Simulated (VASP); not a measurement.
# Si8GeO16 (a cell with a defect) in VASP: notebook, part 2 of 2

VASP 6.6.1. Earlier steps stand in the parts before.

## (3) Single point, PBE

File INCAR:

```
SYSTEM = Si8GeO16
ALGO = Normal
EDIFF = 1E-7
ENCUT = 520
GGA = PE
ISIF = 2
ISMEAR = -1
LASPH = .TRUE.
LCHARG = .FALSE.
LREAL = Auto
LWAVE = .FALSE.
NBANDS = 89
NELM = 100
PREC = Accurate
SIGMA = 0.02
```

File KPOINTS:

```
k-points
0
G
  2 2 2
  0 0 0
```

File POSCAR:

```
Si8GeO16
1.0
   -4.1929000000     -4.1929000000      0.0000000000
    4.1929000000     -4.1929000000      0.0000000000
    0.0000000000      0.0000000000      5.3408000000
Si O Ge
8 16 1
Direct
    0.5029216056      0.4784516683     -0.0162335231
   -0.0118414463      0.4903408142      0.2328490114
    0.5533520952      0.5991199409      0.4923794188
    0.0135347850      0.4782966443      0.7375674056
   -0.0199623173     -0.0378496983     -0.0245094368
    0.4824226669     -0.0334732524      0.2370431396
   -0.0344153211     -0.0443130053      0.4941394548
    0.5136778840     -0.0042929715      0.7835155782
    0.2090677097      0.4589901977     -0.0382152487
   -0.0042214219      0.1922535715      0.2860245656
    0.7979202938      0.4622576260     -0.0022843020
   -0.0754012736      0.7988623626      0.2392899940
    0.2129313840      0.6052612750      0.3993596465
   -0.0406520547      0.1584702712      0.7630317555
    0.8108588328      0.5153354480      0.4837852007
    0.0088363662      0.7823821222      0.7311076992
    0.6923489709      0.0044718453      0.0158403235
    0.5282382122      0.6892007918      0.2170274116
    0.2954399103     -0.0524100265     -0.0330849311
    0.4409835675      0.2396193565      0.1889042840
    0.6754275084     -0.0316964392      0.4943828640
    0.5442653056      0.6976913354      0.7792091072
    0.2982303418     -0.0296334279      0.4867810066
    0.5263183000      0.2713634954      0.8060590174
    0.3180495600      0.3131603425      0.5022281306
```

Potentials or basis: VASP PAW PBE potentials, release 64 (Si, O, Ge_d).

On the command line:

```sh
> cat potpaw_PBE.64/Si/POTCAR potpaw_PBE.64/O/POTCAR potpaw_PBE.64/Ge_d/POTCAR > POTCAR
> mpirun -np 1 vasp_std > vasp.out
```

Run time: 6.9 min. Hardware: 1 thread of Intel Xeon 8259CL, shared host; peak memory 0.33 GiB.

Results (log left out):

```
Free energy            : -168.2067 eV
Pressure               : 54.9 GPa
Largest force          : 5.624 eV/Å
Band gap on the k mesh : 1.81 eV
```

Forces in eV/Å, atoms in the order of the input:
```
Si   0.244  0.770  2.959
Si  -1.233 -1.516  0.430
Si  -1.105  3.652  2.099
Si  -1.836  1.815 -1.203
Si   0.571 -1.874  3.274
Si   1.522 -1.103 -0.998
Si   1.941 -4.419 -0.970
Si   0.456  0.307 -2.909
O    3.479 -0.251  2.148
O   -0.660  0.702 -1.900
O   -1.108 -2.837 -0.067
O   -2.327 -2.066 -2.979
O    2.805  2.697 -1.929
O   -0.526 -0.005 -2.094
O   -3.057 -0.396  1.640
O   -0.545  2.870  1.824
O   -2.067  0.498  0.319
O   -0.275 -0.149 -3.099
O    1.283  2.066  2.573
O    1.247 -2.003  3.053
O    0.875  0.369  1.601
O    0.741  0.194 -0.819
O   -0.132  0.137  0.984
O   -2.307  1.842 -4.787
Ge   2.014 -1.301  0.849
```

Stress tensor (GPa, compression positive):
```
 57.27  -3.92 -10.36
 -3.92  39.78   1.67
-10.36   1.67  67.56
```

Levels at points of the mesh, in eV from the valence-band top:
```
           k point  band 69  band 70  band 71  band 72  band 73  band 74
(0.00, 0.00, 0.00)    -3.56    -1.36    -0.41     1.81     2.17     2.66
(0.50, 0.00, 0.00)    -3.84    -1.11    -0.33     2.16     2.61     3.13
(0.00, 0.50, 0.00)    -3.58    -0.78    -0.39     1.99     2.64     2.91
(0.50, 0.50, 0.00)    -3.46    -0.89    -0.21     2.29     2.88     3.33
(0.00, 0.00, 0.50)    -3.88    -0.82    -0.08     2.22     3.14     3.34
(0.50, 0.00, 0.50)    -3.80    -0.81    -0.03     2.50     3.43     3.52
(0.00, 0.50, 0.50)    -3.65    -0.66    -0.11     2.54     3.24     3.59
(0.50, 0.50, 0.50)    -3.78    -0.49     0.00     2.86     3.48     3.90
```

Caveat: the k points lie up to 0.59 Å⁻¹ apart; the atoms stand as in a frame of molecular dynamics.

## (4) Single point, PBE

File INCAR:

```
  PREC = Accurate
  ENCUT = 520
  EDIFF = 1E-6
  ISMEAR = -1
  SIGMA = 0.02
  LREAL = Auto
  LASPH = True
  NELM = 80
  ALGO = Normal
  ISIF = 2
  LWAVE = False
  LCHARG = False
  GGA = PE
  NBANDS = 89
```

File KPOINTS:

```
regular mesh
0
Gamma
  2 2 2
```

File POSCAR:

```
Si8GeO16
1.0
   -4.1929000000     -4.1929000000      0.0000000000
    4.1929000000     -4.1929000000      0.0000000000
    0.0000000000      0.0000000000      5.3408000000
Si O Ge
8 16 1
Direct
    0.4925707744      0.4506189034      0.0250337028
    0.0251854325      0.5000357748      0.2116536848
    0.5911540938      0.5715256744      0.4881665668
   -0.0075484748      0.4759355100      0.7115975135
   -0.0201054163      0.0071072527      0.0065907729
    0.5001907987     -0.0390064156      0.2269135710
    0.0325669584     -0.0665052827      0.5020034452
    0.4918195044     -0.0130577882      0.7360695027
    0.2027117270      0.4699015002     -0.0130130318
    0.0247919101      0.1628824918      0.2535949670
    0.7839562117      0.4882897279     -0.0243034751
   -0.0472584607      0.7887023301      0.1974048832
    0.1381144315      0.6444465644      0.4577029658
   -0.0485225023      0.1593288655      0.7498502097
    0.8141381860      0.4582747025      0.4600434392
   -0.0362517589      0.7745951489      0.7737043140
    0.6522812373     -0.0487848506     -0.0137994308
    0.4902334899      0.6610699039      0.2340286099
    0.2796751652     -0.0456128217     -0.0115338526
    0.5553316320      0.2413246202      0.2238990413
    0.6790049846     -0.0813041093      0.5068341821
    0.4878127310      0.6561687615      0.7449820252
    0.3123971476     -0.0122707434      0.4759961055
    0.4927734981      0.2585442057      0.7651100959
    0.3077106537      0.3696486918      0.5214200120
```

On the command line:

```sh
> cat potpaw_PBE.64/Si/POTCAR potpaw_PBE.64/O/POTCAR potpaw_PBE.64/Ge_d/POTCAR > POTCAR
> mpirun -np 1 vasp_std > vasp.out
```

Run time: 7.1 min. Hardware: 1 thread of Intel Xeon 8259CL, shared host; peak memory 0.34 GiB.

It converged, with:

- Free energy: -167.0674 eV
- Pressure: 56.7 GPa
- Largest force: 5.489 eV/Å
- Band gap on the k mesh: 1.16 eV

Forces on the atoms (eV/Å):
```
Si  -2.539 -0.723 -3.769
Si   4.293  3.038 -0.086
Si   4.016 -0.135  1.369
Si   0.761  0.445  2.940
Si  -2.692  3.063 -2.451
Si   1.984  0.168  0.228
Si   1.722  3.232 -0.412
Si  -2.155  2.643  2.901
O   -0.521  0.151  0.227
O    2.855 -0.446  0.806
O   -3.472 -0.921  0.359
O    1.685 -0.445  1.169
O   -1.460 -1.487  1.260
O   -0.349 -0.694 -0.975
O   -4.552 -1.673  0.154
O   -0.130 -1.688 -1.890
O   -3.674 -3.468 -2.146
O    1.958 -2.028 -2.690
O    0.347 -0.791 -0.528
O    1.471  1.024 -0.305
O   -0.292 -0.693 -2.580
O    1.648 -0.404  2.905
O    0.518 -0.007  1.750
O   -0.387 -1.025  1.678
Ge  -1.037  2.863  0.087
```

Stress tensor (GPa, compression positive):
```
58.03  8.08 -3.14
 8.08 49.33  4.98
-3.14  4.98 62.74
```

Levels at points of the mesh, in eV from the valence-band top:
```
           k point  band 69  band 70  band 71  band 72  band 73  band 74
(0.00, 0.00, 0.00)    -2.29    -1.76    -0.31     2.11     2.53     3.48
(0.50, 0.00, 0.00)    -2.86    -1.38    -0.51     2.12     3.09     3.77
(0.00, 0.50, 0.00)    -2.84    -1.39    -0.13     2.12     3.02     3.37
(0.50, 0.50, 0.00)    -2.83    -1.53     0.00     2.22     3.43     3.66
(0.00, 0.00, 0.50)    -2.45    -1.28    -0.04     1.30     3.48     4.28
(0.50, 0.00, 0.50)    -2.54    -1.28    -0.06     1.16     3.75     4.69
(0.00, 0.50, 0.50)    -2.52    -1.29    -0.03     1.37     3.79     3.98
(0.50, 0.50, 0.50)    -2.88    -1.15    -0.16     1.28     4.17     4.42
```

Caveat: the k points lie up to 0.59 Å⁻¹ apart; the atoms stand as in a frame of molecular dynamics.

## (5) Single point, PBE

File INCAR:

```
PREC = Accurate
ENCUT = 520
EDIFF = 1E-6
ISMEAR = -1
SIGMA = 0.02
LREAL = Auto
LASPH = True
NELM = 80
ALGO = Normal
ISIF = 2
LWAVE = False
LCHARG = False
GGA = PE
NBANDS = 89
```

File KPOINTS:

```
Automatic mesh
0
Gamma
  2 2 2
```

File POSCAR:

```
Si8GeO16
1.0
   -4.1929000000     -4.1929000000      0.0000000000
    4.1929000000     -4.1929000000      0.0000000000
    0.0000000000      0.0000000000      5.3408000000
Si O Ge
8 16 1
Direct
    0.4989029073      0.4663240239     -0.0038945476
   -0.0044479954      0.4874311336      0.2462552427
    0.5274392425      0.5906413222      0.4841596765
   -0.0111498009      0.4651076820      0.7599797783
   -0.0185432517     -0.0311836676     -0.0160837328
    0.4926661738     -0.0177204322      0.2394210605
   -0.0242314389     -0.0416656729      0.4745169263
    0.4924873000     -0.0172553603      0.7670948173
    0.2216127263      0.4951704071     -0.0184054823
   -0.0020272365      0.1937799614      0.2577329239
    0.8381192015      0.4509885759      0.0094742361
   -0.0590402824      0.7859595984      0.2346464949
    0.2107968232      0.6132151971      0.4154246555
   -0.0407713039      0.1722316297      0.7442705213
    0.8249302392      0.4667771709      0.5066094967
   -0.0241956641      0.7809511317      0.7231688137
    0.6934579885      0.0141906556     -0.0164020371
    0.5388156169      0.6997304968      0.1991087478
    0.2736173054     -0.0348803930     -0.0243221989
    0.5028142813      0.2606668416      0.2072723188
    0.6656490734     -0.0195807198      0.4862192930
    0.4867752629      0.6994204489      0.7680122828
    0.2853633523     -0.0445038040      0.4653048232
    0.5494764960      0.2647570894      0.7725247154
    0.3261942808      0.3146509576      0.5156156381
```

On the command line:

```sh
> cat potpaw_PBE.64/Si/POTCAR potpaw_PBE.64/O/POTCAR potpaw_PBE.64/Ge_d/POTCAR > POTCAR
> mpirun -np 1 vasp_std > vasp.out
```

Wall time 7.9 min (1 thread of Intel Xeon 8259CL, shared host); peak memory 0.33 GiB.

It converged, with:

```
Free energy            : -168.2431 eV
Pressure               : 52.3 GPa
Largest force          : 6.010 eV/Å
Band gap on the k mesh : 1.45 eV
```

Forces on the atoms (eV/Å):
```
Si  -0.773 -0.499 -1.282
Si  -1.904 -3.213  2.843
Si  -0.501 -1.718  0.274
Si  -3.218 -2.121 -2.442
Si   1.858 -1.030 -1.237
Si   0.379 -0.035 -3.135
Si   2.201 -2.681  2.101
Si   0.460 -0.999 -0.966
O    1.947  2.937  0.173
O   -3.052  2.415 -0.634
O    5.404  2.291 -1.291
O    1.027 -1.067 -2.567
O    0.317  2.337 -0.923
O   -3.298  1.093 -0.208
O    2.775 -0.244 -1.425
O   -0.133  0.628  2.416
O   -3.192  2.830  2.694
O   -1.396  0.663 -0.015
O   -0.168 -1.373  1.453
O    0.944  0.712  0.545
O   -1.546 -0.131  1.250
O   -2.432 -1.139 -0.835
O    0.304 -1.780  1.180
O    1.973  0.408  0.848
Ge   2.025  1.715  1.184
```

Stress tensor (GPa, compression positive):
```
54.73 -6.78 -8.02
-6.78 41.32  0.73
-8.02  0.73 60.85
```

Levels at points of the mesh, in eV from the valence-band top:
```csv
k point,band 69,band 70,band 71,band 72,band 73,band 74
"(0.00, 0.00, 0.00)",-3.73,-1.48,-0.32,1.45,1.54,2.19
"(0.50, 0.00, 0.00)",-3.87,-1.28,-0.56,1.60,2.12,2.45
"(0.00, 0.50, 0.00)",-3.72,-0.62,-0.16,1.47,2.17,2.91
"(0.50, 0.50, 0.00)",-3.51,-0.82,-0.34,1.79,2.35,2.95
"(0.00, 0.00, 0.50)",-4.03,-1.13,0.00,1.78,2.47,3.00
"(0.50, 0.00, 0.50)",-3.74,-1.09,-0.19,1.96,2.63,3.36
"(0.00, 0.50, 0.50)",-3.57,-0.65,0.00,1.98,2.85,3.15
"(0.50, 0.50, 0.50)",-3.89,-0.44,-0.13,2.31,2.92,3.44
```

Caveat: the k points lie up to 0.59 Å⁻¹ apart; the atoms stand as in a frame of molecular dynamics.

## (6) The runs side by side

| cell | gap on the mesh (eV) | pressure (GPa) | largest force (eV/Å) |
| --- | --- | --- | --- |
| as given, atomic positions A | 1.65 | 48.6 | 0.12 |
| as given, atomic positions B | 1.81 | 54.9 | 5.62 |
| as given, atomic positions C | 1.16 | 56.7 | 5.49 |
| as given, atomic positions D | 1.45 | 52.3 | 6.01 |

Alike in all rows: task single point; level PBE; potentials or basis VASP PAW PBE potentials, release 64 (Si, O, Ge_d); no spin polarisation; k mesh 2 × 2 × 2; cutoff (eV) 520; smearing fermi-dirac 0.02 eV.

Caveats: all runs use coarse meshes; the atoms stand as in a frame of molecular dynamics (at least some runs).

Absolute energies hang on the potentials; compare differences alone.
